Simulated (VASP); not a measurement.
# Na2LiSCl in VASP: notebook, part 2 of 2

VASP 6.6.1.

**3. Single point, PBE+D3(BJ)**

The input, INCAR:

```
SYSTEM = Na2LiSCl
PREC = Accurate ; ENCUT = 650
EDIFF = 1E-6 ; ISMEAR = -1
SIGMA = 0.05 ; LREAL = Auto
LASPH = .TRUE. ; NELM = 120
ALGO = Normal ; ISIF = 2
LWAVE = .FALSE. ; LCHARG = .TRUE.
GGA = PE ; IVDW = 12
LELF = .TRUE. ; LVHAR = .TRUE.
NBANDS = 76 ; ISYM = -1
GGA_COMPAT = .FALSE.
```

The input, KPOINTS:

```
explicit points
1
Reciprocal
  0.25000000   0.25000000   0.25000000 1
```

The input, POSCAR:

```
Na2LiSCl
1.0
    7.4085490000      0.0137370000      0.1666930000
    0.0137370000      7.2540610000      0.1094660000
    0.1666930000      0.1094660000      7.7222800000
Na S Li Cl
8 4 4 4
Direct
    1.0030160845      0.9748852031      0.6459250968
    0.0555199898      0.6983249411      0.2508596384
    0.6835541133      0.7533139810      0.0212161494
    0.1702027292      0.1887576489      0.2616833178
    0.8301097077      0.3190429260      0.9304161685
    0.4916103582      0.4430026680      0.6706043117
    0.3884509980      1.0369120233      0.7738638493
    0.6633530651      0.8354532703      0.4580557763
    0.1778094629      0.3218073796      0.5768281441
    0.7148888235      0.5075836553      0.2914126249
    0.3014627071      0.7839295085      0.5346530622
    0.6933716675      0.1393027250      0.6465083997
    0.6242615909      0.2109440768      0.3535282013
    0.1188747203      0.5930980618      0.7486662416
    0.8703187072      0.3778009227      0.5142829071
    0.3871242228      0.5464983765      0.3463131498
    0.5104070453      0.0242095926      0.1188101948
    0.8101809980      0.6324047305      0.7443685910
    0.0062260385      0.9773596060      0.0413760594
    0.2483227883      0.5079802662      0.0434651116
```

Potentials or basis: VASP PAW PBE potentials, release 64 (Na_pv, S, Li_sv, Cl).

On the command line:

```
> cat potpaw_PBE.64/Na_pv/POTCAR potpaw_PBE.64/S/POTCAR potpaw_PBE.64/Li_sv/POTCAR potpaw_PBE.64/Cl/POTCAR > POTCAR
> mpirun -np 1 vasp_std > vasp.out
```

Wall time 65 s (1 thread of AMD EPYC 9R45 (Zen 5), shared host); peak memory 0.5 GiB.

The run converged. Its results:

* Free energy: -72.1482 eV
* Pressure: 0.4 GPa
* Largest force: 0.911 eV/Å
* Dispersion energy per atom: -0.231 eV

Forces on the atoms (eV/Å):
```
Na   0.424  0.216  0.252
Na  -0.016 -0.022  0.501
Na   0.006 -0.004  0.264
Na   0.339 -0.211 -0.137
Na   0.071 -0.559  0.315
Na  -0.102  0.416  0.135
Na  -0.586 -0.090  0.123
Na  -0.503 -0.185  0.035
S   -0.215 -0.213 -0.231
S    0.081  0.165 -0.554
S   -0.347 -0.030  0.107
S    0.371  0.169 -0.463
Li  -0.328 -0.115 -0.103
Li   0.607 -0.210 -0.394
Li   0.395  0.022  0.448
Li  -0.068  0.001 -0.020
Cl  -0.219  0.734  0.494
Cl   0.022 -0.078 -0.373
Cl  -0.163  0.255 -0.167
Cl   0.232 -0.260 -0.230
```

Stress tensor (GPa, compression positive):
```
 0.85 -0.46  0.31
-0.46  2.01  0.18
 0.31  0.18 -1.76
```

Levels at points of the mesh, in eV from the Fermi level:
| k point | band 58 | band 59 | band 60 | band 61 | band 62 | band 63 |
| --- | --- | --- | --- | --- | --- | --- |
| (0.25, 0.25, 0.25) | -2.14 | -1.88 | -1.19 | 1.52 | 2.33 | 2.71 |

Caveat: the atoms stand as in a frame of molecular dynamics.

**4. Single point, PBE+D3(BJ)**

The input, INCAR:

```
SYSTEM = Na2LiSCl
PREC     = Accurate       ! precision mode
ENCUT    = 650            ! plane-wave cutoff, eV
EDIFF    = 1E-6           ! SCF threshold, eV
ISMEAR   = -1             ! smearing method
SIGMA    = 0.05           ! smearing width, eV
LREAL    = Auto         
LASPH    = .TRUE.         ! aspherical terms in the spheres
NELM     = 120            ! most SCF steps
ALGO     = Normal         ! electronic algorithm
ISIF     = 2              ! what is computed and relaxed
LWAVE    = .FALSE.        ! write WAVECAR
LCHARG   = .TRUE.         ! write CHGCAR
GGA      = PE             ! functional
IVDW     = 12             ! dispersion correction
LELF     = .TRUE.         ! ELF
LVHAR    = .TRUE.       
ISYM     = -1           
NBANDS   = 76             ! bands
GGA_COMPAT= .FALSE.
```

KPOINTS is that of step 3.

The input, POSCAR:

```
Na2LiSCl
1.0
    7.4085490000      0.0137370000      0.1666930000
    0.0137370000      7.2540610000      0.1094660000
    0.1666930000      0.1094660000      7.7222800000
Na S Li Cl
8 4 4 4
Direct
    1.0293505063      0.9801014612      0.6712680309
    0.0434543987      0.7088166329      0.2379640643
    0.7256194789      0.7932441601      0.0025180448
    0.1951709597      0.1782638103      0.2612261587
    0.8165734933      0.2778802945      0.9654515856
    0.4878278706      0.4604858689      0.6850175029
    0.4048225113      1.0414617574      0.7491078112
    0.6466813234      0.7996755190      0.4493865115
    0.2151919038      0.3105290975      0.5596065719
    0.7255324653      0.5029854520      0.2457311845
    0.2893265212      0.7856122451      0.5065259825
    0.7163472113      0.1344212683      0.5925626079
    0.5765589750      0.2303401712      0.3707558179
    0.1434641147      0.6041935376      0.7197618950
    0.9036193039      0.3781203008      0.4789455537
    0.3622705842      0.5311950323      0.3474806966
    0.5189624165      0.0498385456      0.0948802649
    0.8186735420      0.6102238490      0.7109134980
    0.0031106841      0.9956164897      0.0143470991
    0.2513759474      0.4852614517      0.0296409557
```

On the command line:

```
> cat potpaw_PBE.64/Na_pv/POTCAR potpaw_PBE.64/S/POTCAR potpaw_PBE.64/Li_sv/POTCAR potpaw_PBE.64/Cl/POTCAR > POTCAR
> mpirun -np 1 vasp_std > vasp.out
```

It took 65 s on 1 thread of AMD EPYC 9R45 (Zen 5), shared host; peak memory 0.5 GiB.

It converged, with:

```yaml
Free_energy: -72.1423 eV
Pressure: 0.5 GPa
Largest_force: 1.013 eV/Å
Dispersion_energy_per_atom: -0.231 eV
```

Forces in eV/Å, atoms in the order of the input:
```
Na  -0.299  0.319 -0.392
Na   0.227 -0.105  0.134
Na  -0.358 -0.637 -0.155
Na  -0.008 -0.587 -0.620
Na  -0.414  0.555 -0.184
Na   0.517  0.064  0.360
Na  -0.030 -0.027  0.037
Na   0.032  0.337 -0.090
S   -0.275  0.096 -0.211
S   -0.065  0.230  0.103
S   -0.147  0.290  0.177
S    0.486 -0.284  0.843
Li  -0.146  0.085 -0.703
Li  -0.136 -0.708 -0.101
Li  -0.203 -0.104  0.332
Li   0.185  0.031 -0.290
Cl  -0.341  0.334  0.241
Cl   0.187  0.133  0.302
Cl   0.829 -0.263  0.297
Cl  -0.040  0.239 -0.077
```

Stress tensor (GPa, compression positive):
```
 1.13 -0.18  1.02
-0.18  1.99  0.01
 1.02  0.01 -1.71
```

Levels at points of the mesh, in eV from the Fermi level:
| k point | band 58 | band 59 | band 60 | band 61 | band 62 | band 63 |
| --- | --- | --- | --- | --- | --- | --- |
| (0.25, 0.25, 0.25) | -1.79 | -1.64 | -1.34 | 1.96 | 2.74 | 2.95 |

Caveat: the atoms stand as in a frame of molecular dynamics.

**5. Single point, PBE+D3(BJ)**

The input, INCAR:

```
PREC     = Accurate       # precision mode
ENCUT    = 650            # plane-wave cutoff, eV
EDIFF    = 1E-6           # SCF threshold, eV
ISMEAR   = -1             # smearing method
SIGMA    = 0.05           # smearing width, eV
LREAL    = Auto         
LASPH    = T              # aspherical terms in the spheres
NELM     = 120            # most SCF steps
ALGO     = Normal         # electronic algorithm
ISIF     = 2              # what is computed and relaxed
LWAVE    = F              # write WAVECAR
LCHARG   = F              # write CHGCAR
GGA      = PE             # functional
IVDW     = 12             # dispersion correction
ISYM     = -1           
NBANDS   = 76             # bands
GGA_COMPAT= F
```

KPOINTS is that of step 4.

The input, POSCAR:

```
Na2LiSCl
1.0
    7.4085490000      0.0137370000      0.1666930000
    0.0137370000      7.2540610000      0.1094660000
    0.1666930000      0.1094660000      7.7222800000
Na S Li Cl
8 4 4 4
Direct
    1.0246199775      0.9976527744      0.6567218443
    0.0601983262      0.6958778309      0.2294486082
    0.7008334709      0.7808069115     -0.0160717875
    0.2226028388      0.1222628521      0.2582438140
    0.7834449750      0.2813044505      0.9620993973
    0.4836917311      0.4637333837      0.7074550438
    0.3678929847      1.0294070099      0.7070232816
    0.6912498385      0.8150523117      0.4322996543
    0.2141891496      0.2929705664      0.5297382188
    0.7169491421      0.5242078373      0.2434421779
    0.2841441967      0.7737077664      0.4965137831
    0.7070269716      0.1537895382      0.6295551090
    0.6166096779      0.1990340286      0.3602182288
    0.1326266173      0.5366179155      0.7007474029
    0.9042983530      0.3606298519      0.4840837275
    0.3895593288      0.5201304358      0.3414276080
    0.5110532369      0.0665446935      0.0975681562
    0.8147861356      0.6356140373      0.7059478196
    0.0272830985      0.9888735514      0.0057931163
    0.2697147883      0.5178538759     -0.0033953650
```

On the command line:

```
> cat potpaw_PBE.64/Na_pv/POTCAR potpaw_PBE.64/S/POTCAR potpaw_PBE.64/Li_sv/POTCAR potpaw_PBE.64/Cl/POTCAR > POTCAR
> mpirun -np 1 vasp_std > vasp.out
```

It took 58 s on 1 thread of AMD EPYC 9R45 (Zen 5), shared host; peak memory 0.5 GiB.

It converged, with:

* Free energy: -72.2174 eV
* Pressure: 0.5 GPa
* Largest force: 0.904 eV/Å
* Dispersion energy per atom: -0.231 eV

Forces on the atoms (eV/Å):
```
Na  -0.370 -0.375 -0.037
Na   0.077 -0.236 -0.082
Na  -0.145  0.178  0.238
Na  -0.419 -0.402 -0.400
Na   0.136  0.116  0.030
Na   0.208 -0.012 -0.175
Na   0.705 -0.032  0.566
Na  -0.606  0.227  0.274
S   -0.142  0.685  0.048
S    0.314 -0.759  0.103
S   -0.080 -0.101  0.009
S   -0.026 -0.364  0.029
Li  -0.319  0.628 -0.420
Li  -0.069  0.540  0.026
Li  -0.239  0.351 -0.031
Li   0.116  0.101 -0.186
Cl   0.691 -0.150 -0.011
Cl   0.366 -0.390 -0.002
Cl  -0.163  0.076  0.149
Cl  -0.037 -0.082 -0.126
```

Stress tensor (GPa, compression positive):
```
 0.91 -0.33  0.53
-0.33  1.45  0.88
 0.53  0.88 -0.72
```

Levels at points of the mesh, in eV from the Fermi level:
```tsv
k point	band 58	band 59	band 60	band 61	band 62	band 63
(0.25, 0.25, 0.25)	-1.78	-1.71	-1.31	1.93	2.77	3.12
```

Caveat: the atoms stand as in a frame of molecular dynamics.

**6. Overview**

```tsv
cell	smearing	pressure (GPa)	largest force (eV/Å)
as given, atomic positions A	fermi-dirac 0.062 eV	1.4	1.44
as given, atomic positions B	fermi-dirac 0.05 eV	0.4	0.91
as given, atomic positions C	fermi-dirac 0.05 eV	0.5	1.01
as given, atomic positions D	fermi-dirac 0.05 eV	0.5	0.90
```

Alike in all rows: task single point; level PBE+D3(BJ); potentials or basis VASP PAW PBE potentials, release 64 (Na_pv, S, Li_sv, Cl); no spin polarisation; k mesh 1 × 1 × 1, shifted; cutoff (eV) 650.

Caveats: the atoms stand as in a frame of molecular dynamics.

Total energies depend on the potentials used, so only differences within one code and one set of settings carry meaning.
